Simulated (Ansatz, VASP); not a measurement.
## One calculation of FeO, two programs

```xyz
2
Lattice="1.5845 0.9148 2.4828 -1.5845 0.9148 2.4828 0.0000 -1.8297 2.4828" Properties=species:S:1:pos:R:3 pbc="T T T"
Fe    0.0000    0.0000    0.0000
O     0.0000    0.0000    3.7242
```

Alike in both runs: functional PBE; k mesh 12 × 12 × 12; occupations gaussian, width 0.02 eV; collinear spin; Hubbard terms Fe d U = 5.3 eV.

Ansatz relaxed the structure, and its values are those at the end. VASP's run is a single point on that final structure, the one shown.

```csv
,VASP,Ansatz
version,VASP 6.6.1,Ansatz 0.2.0
potentials or method,"VASP PAW PBE potentials, release 64 (Fe, O), cutoff 520 eV","scalar-relativistic, plane waves, PAW"
valence electrons in the cell,14,22
```

```csv
,VASP,Ansatz,Ansatz less VASP
pressure (GPa),-9.4,0.0,+9.45
net moment per atom (μB),2.00,2.00,-0.001
size of the moment on the site where the two differ most (μB),3.85,3.54,-0.307
```

Site moments also hang on the region over which each program counts them. The programs project onto different local orbitals, so the same U acts differently, and such runs can settle in different states. VASP's potentials hold 14 valence electrons a cell and Ansatz's 22, so a difference there can come from the potentials and not from the codes.
